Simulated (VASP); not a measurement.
# In3Se (P4/mmm) in VASP: further runs

The runs below take In3Se through single point, with PBEsol+D3(BJ).

Everything below comes from runs of VASP 6.6.1. Logs are shortened: lines on timing, memory, paths and dates and some standing lists are left out, and cuts for length are marked.

## 1. The cell of the first run

The structure is tetragonal, space group P4/mmm (No. 123). The conventional cell has a = 4.649 Å, b = 4.649 Å, c = 4.378 Å, α = 90.00°, β = 90.00°, γ = 90.00°. In (site symmetry mmm) has 8 In at 3.19 to 3.29 Å and 4 Se at 3.19 Å within 4.2 Å. Within 4.2 Å of In (site symmetry 4/mmm) lie 8 In at 3.19 Å and 4 Se at 3.29 Å. Se (site symmetry 4/mmm) has 12 In at 3.19 to 3.29 Å within 4.2 Å.

## 2. Single point, PBEsol+D3(BJ) (23.66 Å³/atom)

INCAR

```
SYSTEM = In3Se
PREC = Accurate ; ENCUT = 520
EDIFF = 1E-6 ; ISMEAR = 0
SIGMA = 0.15 ; LREAL = .False.
LASPH = .True. ; NELM = 80
ALGO = Normal ; ISIF = 2
LWAVE = .False. ; LCHARG = .False.
GGA = PS ; IVDW = 12
NBANDS = 30
```

KPOINTS

```
regular mesh
0
Gamma
  10 10 10
  0 0 0
```

POSCAR

```
In3Se
1.0
    4.6492005910      0.0000000000      0.0000000000
    0.0000000000      4.6492005910      0.0000000000
    0.0000000000      0.0000000000      4.3776872765
In Se
3 1
Direct
    0.0000000000      0.5000000000      0.5000000000
    0.5000000000      0.0000000000      0.5000000000
    0.5000000000      0.5000000000      0.0000000000
    0.0000000000      0.0000000000      0.0000000000
```

Potentials or basis: VASP PAW PBE potentials, release 64 (In_d, Se).

Run with:

```console
> cat potpaw_PBE.64/In_d/POTCAR potpaw_PBE.64/Se/POTCAR > POTCAR
> mpirun -np 1 vasp_std > vasp.out
```

OUTCAR:

```text
SYSTEM = In3Se
   PREC = Accurate
   ENCUT = 520
   EDIFF = 1E-6
   ISMEAR = 0
   LREAL = .False.
   LASPH = .True.
   NELM = 80
   ISIF = 2
   GGA = PS
   IVDW = 12
 IVDW          = 12

 ion  position               nearest neighbor table
   1  0.000  0.500  0.500-   3 3.19   4 3.19   3 3.19   4 3.19   4 3.19   4 3.19   3 3.19   3 3.19
                             2 3.29   2 3.29   2 3.29   2 3.29
   2  0.500  0.000  0.500-   3 3.19   4 3.19   3 3.19   4 3.19   3 3.19   3 3.19   4 3.19   4 3.19
                             1 3.29   1 3.29   1 3.29   1 3.29
   3  0.500  0.500  0.000-   1 3.19   2 3.19   1 3.19   2 3.19   2 3.19   2 3.19   1 3.19   1 3.19
                             4 3.29   4 3.29   4 3.29   4 3.29
   4  0.000  0.000  0.000-   1 3.19   2 3.19   1 3.19   2 3.19   1 3.19   1 3.19   2 3.19   2 3.19
                             3 3.29   3 3.29   3 3.29   3 3.29

  LATTYP: Found a simple tetragonal cell.
 ALAT       =     4.6492005910
 C/A-ratio  =     0.9416000000

  Lattice vectors:

 A1 = (   4.6492005910,   0.0000000000,   0.0000000000)
 A2 = (   0.0000000000,   4.6492005910,   0.0000000000)
 A3 = (   0.0000000000,   0.0000000000,   4.3776872765)

Analysis of symmetry for initial positions (statically):
=====================================================================
 Subroutine PRICEL returns:
 Original cell was already a primitive cell.

 Routine SETGRP: Setting up the symmetry group for a
 simple tetragonal supercell.

 Subroutine GETGRP returns: Found 16 space group operations
 (whereof 16 operations were pure point group operations)
 out of a pool of 16 trial point group operations.

The static configuration has the point symmetry D_4h.

Analysis of symmetry for dynamics (positions and initial velocities):
=====================================================================
 Subroutine PRICEL returns:
 Original cell was already a primitive cell.

 Routine SETGRP: Setting up the symmetry group for a
 simple tetragonal supercell.

 Subroutine GETGRP returns: Found 16 space group operations
 (whereof 16 operations were pure point group operations)
 out of a pool of 16 trial point group operations.

The dynamic configuration has the point symmetry D_4h.

 Subroutine INISYM returns: Found 16 space group operations
 (whereof 16 operations are pure point group operations),
 and found     1 'primitive' translations

----------------------------------------------------------------------------------------

                                     Primitive cell

[... 95 lines left out ...]
   LREAL  =      F    real-space projection
   EDIFFG = 0.1E-04   stopping-criterion for IOM
   NSW    =      0    number of steps for IOM
   IBRION =     -1    ionic relax: 0-MD 1-quasi-New 2-CG
   NFREE  =      0    steps in history (QN), initial steepest desc. (CG)
   ISIF   =      2    stress and relaxation
   ISYM   =      2    0-nonsym 1-usesym 2-fastsym
   POTIM  = 0.5000    time-step for ionic-motion
   TEBEG  =    0.0;   TEEND  =   0.0 temperature during run
   PSTRESS=    0.0 pullay stress
   NELECT =      45.0000    total number of electrons
   NUPDOWN=      -1.0000    fix difference up-down
   EMIN   =  10.00;   EMAX   =-10.00  energy-range for DOS
   EFERMI =   0.00;   METHOD = LEGACY
   ISMEAR =     0;   SIGMA  =   0.15  broadening in eV -4-tet -1-fermi 0-gaus
   EFERMI_NEDOS =   21; number of points for ismear=-14 and -15
   IALGO  =     38    algorithm
   IMIX   =      4    mixing-type and parameters
     AMIX     =   0.40;   BMIX     =  1.00
     AMIX_MAG =   1.60;   BMIX_MAG =  1.00
  volume/ion in A,a.u.               =      23.66       159.64
  Fermi-wavevector in a.u.,A,eV,Ry     =   1.277846  2.414779 22.216828  1.632891
  Thomas-Fermi vector in A             =   2.410423
   LORBIT       =      0    0 simple, 1 ext, 2 COOP (PROOUT), +10 PAW based schemes
   GGA     = PS    functional components
   LHFCALC =     F    Hartree Fock is set to
   AEXX    =    0.0000 exact exchange contribution
   IVDW    =    12    specifies the selected vdW correction
   LEPSILON=     F    determine dielectric tensor
   LRPA    =     F    only Hartree local field effects (RPA)
 non-spin polarized calculation
 Gauss-broadening in eV      SIGMA  =   0.15
  energy-cutoff  :      520.00
  volume of cell :       94.62
 maximum number of plane-waves:      2580
 NGX is ok and might be reduce to    36
   NGX = 17   NGY = 17   NGZ = 17

 number of electron      44.9999976 magnetization

 Free energy of the ion-electron system (eV)
  ---------------------------------------------------
  ext. energy  EPLUGINS =         0.00000000
  ---------------------------------------------------
  free energy    TOTEN  =       -13.17229129 eV

  energy without entropy =      -13.15627396  energy(sigma->0) =      -13.16428262

 E-fermi :   7.5073     XC(G=0): -10.6468

 val. band max:        7.4873842187   @ k =   0.1000   0.0000   0.4000
 cond. band min:       7.5084527961   @ k =   0.4000   0.3000   0.2000
 fundamental gap:      0.0210685774
 Fermi energy:         7.5072975900

 k-point     1 :       0.0000    0.0000    0.0000
  band No.  band energies     occupation
      1      -7.4086      2.00000
      2      -7.3587      2.00000
      3      -7.3587      2.00000
      4      -7.3013      2.00000
      5      -7.1970      2.00000
      6      -7.1388      2.00000
[... 781 lines left out ...]
     29      14.3501      0.00000
     30      15.0377      0.00000

 [... further k-points ...]

------------------------ aborting loop because EDIFF is reached ----------------------------------------

 Edisp (eV)   -1.51139

 E8    (eV) :    -1.0641

  FORCE on cell =-STRESS in cart. coord.  units (eV):
  Direction    XX          YY          ZZ          XY          YZ          ZX
  --------------------------------------------------------------------------------------
  -------------------------------------------------------------------------------------
  Total       0.59373     0.59373     0.67287     0.00000     0.00000     0.00000
  in kB      10.05301    10.05301    11.39314     0.00000     0.00000     0.00000
  external pressure =       10.50 kB  Pullay stress =        0.00 kB

 VOLUME and BASIS-vectors are now :
 -----------------------------------------------------------------------------
  energy-cutoff  :      520.00
  volume of cell :       94.62
      direct lattice vectors                 reciprocal lattice vectors
     4.649200591  0.000000000  0.000000000     0.215090741  0.000000000  0.000000000
     0.000000000  4.649200591  0.000000000     0.000000000  0.215090741  0.000000000
     0.000000000  0.000000000  4.377687276     0.000000000  0.000000000  0.228431118

 POSITION                                       TOTAL-FORCE (eV/Angst)
 -----------------------------------------------------------------------------------
      0.00000      2.32460      2.18884         0.000000      0.000000      0.000000
      2.32460      0.00000      2.18884         0.000000      0.000000      0.000000
      2.32460      2.32460      0.00000         0.000000      0.000000      0.000000
      0.00000      0.00000      0.00000         0.000000      0.000000      0.000000
 -----------------------------------------------------------------------------------
    total drift:                                0.000000      0.000000      0.000000

  FREE ENERGIE OF THE ION-ELECTRON SYSTEM (eV)
  ---------------------------------------------------
  free  energy   TOTEN  =       -14.6836773901 eV

  energy  without entropy=      -14.6676600580  energy(sigma->0) =      -14.67566872
```

It took 2.2 min on 1 thread of AMD EPYC 9R45 (Zen 5), shared host; peak memory 0.4 GiB.

Results:

```
Free energy                : -14.6837 eV
Pressure                   : 1.0 GPa
Band gap on the k mesh     : zero (an odd number of electrons rules out a gap without spin polarisation)
Dispersion energy per atom : -0.378 eV
```

Stress tensor (GPa, compression positive):
```
1.01 0.00 0.00
0.00 1.01 0.00
0.00 0.00 1.14
```

Levels at points of the mesh, in eV from the Fermi level:
```csv
k point,band 19,band 20,band 21,band 22,band 23,band 24,band 25,band 26
"(0.00, 0.00, 0.00)",-4.08,-3.61,-2.33,-1.54,1.14,1.14,1.42,4.60
"(0.50, 0.00, 0.00)",-3.10,-2.71,-1.52,-0.64,-0.55,0.08,1.32,4.30
"(0.50, 0.50, 0.00)",-6.44,-2.14,-0.71,-0.10,-0.10,2.07,2.07,2.40
"(0.00, 0.00, 0.50)",-2.89,-2.89,-1.36,-1.26,-0.35,-0.35,0.92,3.95
"(0.50, 0.00, 0.50)",-6.18,-2.33,-1.24,-0.70,-0.54,1.49,1.58,1.62
"(0.50, 0.50, 0.50)",-4.98,-4.43,-4.43,-4.42,-3.80,3.27,3.27,4.08
```

Caveat: the PAW data sets were made with another functional, which shifts forces and pressure a little; spin-orbit coupling is left out, which moves the levels of the heavy elements.

## 3. Single point, PBEsol+D3(BJ) (23.66 Å³/atom)

INCAR, as its differences from that of step 2:

```diff
@@ -4,3 +4,3 @@
 SIGMA = 0.15 ; LREAL = .False.
-LASPH = .True. ; NELM = 80
+LASPH = .True. ; NELM = 100
 ALGO = Normal ; ISIF = 2
```

KPOINTS

```
Automatic mesh
0
Gamma
  10 10 10
  0 0 0
```

POSCAR

```
In3Se
1.0
    4.4664135121      0.0000000000      0.0000000000
    0.0000000000      4.4664135121      0.0000000000
    0.0000000000      0.0000000000      4.7433311498
In Se
3 1
Direct
    0.0000000000      0.5000000000      0.5000000000
    0.5000000000      0.0000000000      0.5000000000
    0.5000000000      0.5000000000      0.0000000000
    0.0000000000      0.0000000000      0.0000000000
```

Potentials or basis: VASP PAW PBE potentials, release 64 (In_d, Se).

Run with:

```console
> cat potpaw_PBE.64/In_d/POTCAR potpaw_PBE.64/Se/POTCAR > POTCAR
> mpirun -np 1 vasp_std > vasp.out
```

Run time: 2.2 min. Hardware: 1 thread of AMD EPYC 9R45 (Zen 5), shared host; peak memory 0.4 GiB.

It converged, with:

* Free energy: -14.6799 eV
* Pressure: 1.1 GPa
* Band gap on the k mesh: zero (an odd number of electrons rules out a gap without spin polarisation)
* Dispersion energy per atom: -0.378 eV

Stress tensor (GPa, compression positive):
```
1.30 0.00 0.00
0.00 1.30 0.00
0.00 0.00 0.66
```

Levels at points of the mesh, in eV from the Fermi level:
```tsv
k point	band 18	band 19	band 20	band 21	band 22	band 23	band 24	band 25	band 26	band 27
(0.00, 0.00, 0.00)	-4.22	-3.78	-3.78	-2.32	-1.56	1.16	1.27	1.27	4.48	4.72
(0.50, 0.00, 0.00)	-5.20	-3.07	-2.72	-1.72	-0.73	-0.66	0.01	1.07	4.09	4.14
(0.50, 0.50, 0.00)	-6.47	-6.11	-2.39	-1.43	-0.82	-0.82	1.18	1.46	1.46	1.79
(0.00, 0.00, 0.50)	-5.02	-2.92	-2.92	-1.05	-0.85	-0.28	-0.28	1.41	4.04	4.62
(0.50, 0.00, 0.50)	-6.65	-6.36	-2.22	-0.90	-0.39	-0.15	1.87	1.92	2.11	2.23
(0.50, 0.50, 0.50)	-5.06	-4.96	-4.44	-4.43	-4.43	-3.81	2.98	3.81	3.81	8.38
```

Caveat: the PAW data sets were made with another functional, which shifts forces and pressure a little; spin-orbit coupling is left out, which moves the levels of the heavy elements.

The gap in the log of VASP goes by the Fermi energy; the results here count the filled bands.